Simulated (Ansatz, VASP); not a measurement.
One calculation of Cs, two programs

File POSCAR:

```
Cs
1.0
   10.3671850000      0.0000000000      0.0000000000
    0.0000000000      8.2377410000      0.0000000000
    0.0000000000      0.0000000000      5.4439640000
Cs
4
Direct
    0.1318870000      0.7500000000      0.8392310000
    0.6318870000      0.7500000000      0.6607690000
    0.8681130000      0.2500000000      0.1607690000
    0.3681130000      0.2500000000      0.3392310000
```

File INCAR.step1:

```
PREC = Accurate
ENCUT = 520
ISMEAR = 1
SIGMA = 0.1
LREAL = False
LASPH = True
NELM = 60
NBANDS = 26
GGA = PE
ALGO = Normal
EDIFF = 1E-4
LWAVE = True
LCHARG = False
```

File INCAR.step2:

```
PREC = Accurate
ENCUT = 520
EDIFF = 1E-7
ISMEAR = 1
SIGMA = 0.1
LREAL = False
LASPH = True
NELM = 60
ALGO = Normal
ISIF = 2
LWAVE = False
LCHARG = True
METAGGA = R2SCAN
LMIXTAU = True
LELF = True
LVHAR = True
NBANDS = 26
ISTART = 1
```

File KPOINTS:

```
regular mesh
0
Gamma
  3 3 4
```

Input for Ansatz:

```yaml
crystal:
  lattice:
    - [10.367185, 0.0, 0.0]
    - [0.0, 8.237741, 0.0]
    - [0.0, 0.0, 5.443964]
  atoms:
    - { symbol: Cs, position: [0.131887, 0.75, 0.839231] }
    - { symbol: Cs, position: [0.631887, 0.75, 0.660769] }
    - { symbol: Cs, position: [0.868113, 0.25, 0.160769] }
    - { symbol: Cs, position: [0.368113, 0.25, 0.339231] }
kpoints:
  mp_grid:
    grid: [3, 3, 4]
    shift: [0.0, 0.0, 0.0]
hamiltonian:
  xc: r2scan
  pseudopotentials:
    kind: paw
scf:
  occupations:
    method: methfessel_paxton
    width: 0.1
output:
  forces: true
  stress: true
```

Alike in both runs: task single point; functional r2SCAN; k mesh 3 × 3 × 4; occupations methfessel-paxton of order 1, width 0.1 eV; no spin polarisation.

|  | VASP | Ansatz |
| --- | --- | --- |
| version | VASP 6.6.1 | Ansatz 0.2.0 |
| potentials or method | VASP PAW PBE potentials, release 64 (Cs_sv) | plane waves, PAW |
| plane-wave cutoff (eV) | 520 | 500 |
| valence electrons in the cell | 36 | 36 |

|  | VASP | Ansatz | Ansatz less VASP |
| --- | --- | --- | --- |
| pressure (GPa) | 0.2 | 0.2 | 0.00 |
| traceless stress, the component that is largest in VASP (GPa) | 0.08 | 0.08 | 0.000 |
| rms of the force components (eV/Å) | 0.005 | 0.005 | -0.0001 |

VASP's potentials were made for PBE, not for r2SCAN. Atom by atom the forces differ by 0.000 eV/Å (rms over components).

Neither program's run includes spin-orbit coupling.
